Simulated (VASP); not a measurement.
Set up this calculation in VASP 6.6.1, as the native input.

```yaml
Task: single point
Functional: LDA
Potentials_or_basis: VASP PAW LDA potentials, release 64 (Sn_d, O)
Cutoff: 520 eV
k_mesh: 10 × 10 × 10
Occupations: gaussian, width 0.05 eV
Spin: no spin polarisation
Dipole_correction: no
Further_INCAR_settings: ALGO = Normal; EDIFF = 1e-06; NBANDS = 35
```

The structure of SnO2 lies in POSCAR:

```
SnO2
1.0
   -1.9861130365      1.9861130365      5.0901677903
    1.9861130365     -1.9861130365      5.0901677903
    1.9861130365      1.9861130365     -5.0901677903
Sn O
2 4
Direct
    0.7500000000      0.2500000000      0.5000000000
    0.0000000000      0.0000000000      0.0000000000
    0.8166433012      0.8166433012      0.0000000000
    0.9530024166      0.4530024166      0.5000000000
    0.2030024166      0.2030024166      0.0000000000
    0.5469975834      0.0469975834      0.5000000000
```

This cell differs from its parent crystal: atom 3 (O) moved by (+0.000, +0.200) A along x and z.

The input as run:

INCAR

```
SYSTEM = SnO2
PREC = Accurate ; ENCUT = 520
EDIFF = 1E-6 ; ISMEAR = 0
SIGMA = 0.05 ; LREAL = .FALSE.
LASPH = .TRUE. ; NELM = 60
ALGO = Normal ; ISIF = 2
LWAVE = .FALSE. ; LCHARG = .TRUE.
GGA = CA ; LELF = .TRUE.
LVHAR = .TRUE. ; NBANDS = 35
```

KPOINTS

```
Automatic mesh
0
G
  10 10 10
  0 0 0
```

Potentials or basis: VASP PAW LDA potentials, release 64 (Sn_d, O).

Run with:

```console
$ cat potpaw_LDA.64/Sn_d/POTCAR potpaw_LDA.64/O/POTCAR > POTCAR
$ mpirun -np 1 vasp_std > vasp.out
```

It gave:

```
Pressure               : 5.5 GPa
Largest force          : 4.895 eV/Å
Band gap on the k mesh : 1.75 eV (least direct gap 2.07 eV)
```

Caveat: the cell differs from its parent crystal (atom 3 (O) moved by (+0.000, +0.200) A along x and z); the cell stands under pressure; spin-orbit coupling is left out, which moves the levels of the heavy elements; forces of over 1 eV/Å act on the atoms, so gaps and moduli don't describe the material at rest.

Run time: 13 min on 1 thread of Intel(R) Xeon(R) Platinum 8259CL CPU @ 2.50GHz (Skylake/Cascade Lake), on a shared host, peak memory 0.51 GiB.
